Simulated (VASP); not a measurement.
Wanted: the native input for a VASP 6.6.1 run.

```
Task                   : single point
Functional             : PBE
Potentials or basis    : VASP PAW PBE potentials, release 64 (Pd)
Cutoff                 : 500 eV
k mesh                 : 4 × 4 × 4
Occupations            : fermi-dirac, width 0.1 eV
Spin                   : no spin polarisation
Dipole correction      : no
Further INCAR settings : ALGO = Normal; EDIFF = 1e-06; NBANDS = 11
```

The structure of Pd lies in POSCAR:

```
Pd
1.0
   -1.9710879955      0.0000000000      1.9710879955
    0.0000000000      1.9710879955      1.9710879955
   -1.9710879955      1.9710879955      0.0000000000
Pd
1
Direct
    0.0000000000      0.0000000000      0.0000000000
```

One way to write it, as run:

INCAR

```
PREC = Accurate
ENCUT = 500
EDIFF = 1E-6
ISMEAR = -1
SIGMA = 0.1
LREAL = F
LASPH = T
NELM = 120
ALGO = Normal
ISIF = 2
LWAVE = F
LCHARG = T
GGA = PE
LELF = T
LVHAR = T
NBANDS = 11
GGA_COMPAT = F
```

KPOINTS

```
regular mesh
0
Gamma
  4 4 4
```

Potentials or basis: VASP PAW PBE potentials, release 64 (Pd).

Run with:

```bash
$ cat potpaw_PBE.64/Pd/POTCAR > POTCAR
$ mpirun -np 1 vasp_std > vasp.out
```

Results of the run:

| Item | Value |
| --- | --- |
| Pressure | -0.1 GPa |
| Band gap on the k mesh | zero (band 5 reaches 9.51 eV, above the bottom of band 6 at 8.07 eV) |

Caveat: the k points lie up to 0.69 Å⁻¹ apart.

Wall time 2.9 s on 1 thread of AMD EPYC 7R13 Processor (Zen 3), with other jobs on the host, peak memory 0.09 GiB.
